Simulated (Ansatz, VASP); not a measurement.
**One calculation of Si2Ni, two programs**

```xyz
3
Lattice="0.0000 2.9114 2.6957 2.9114 0.0000 2.6957 2.9114 2.9114 0.0000" Properties=species:S:1:pos:R:3 pbc="T T T"
Si    1.4557    1.4557    1.3479
Si    4.3670    4.3670    4.0436
Ni    0.0000    0.0000    0.0000
```

Change from the starting cell: strain +0.080 along x and y, +0.000 along z, atoms carried along.

Alike in both runs: task single point; functional PBEsol; k mesh 16 × 16 × 16; occupations gaussian, width 0.15 eV; no spin polarisation.

|  | VASP | Ansatz |
| --- | --- | --- |
| version | VASP 6.6.1 | Ansatz 0.2.0 |
| potentials or method | VASP PAW PBE potentials, release 64 (Si, Ni), cutoff 520 eV | scalar-relativistic, plane waves, PAW |
| valence electrons in the cell | 18 | 26 |

|  | VASP | Ansatz | Ansatz less VASP |
| --- | --- | --- | --- |
| gap on the k mesh at the Fermi level (eV) | none | none | - |
| pressure (GPa) | -17.1 | -17.2 | -0.14 |
| traceless stress, the component that is largest in VASP (GPa) | 2.52 | 2.56 | +0.038 |

VASP's potentials were made for PBE, not for PBEsol. A gap of «none» marks a metal or a gap that the smearing closes. VASP's potentials hold 18 valence electrons a cell and Ansatz's 26, so a difference there can come from the potentials and not from the codes.
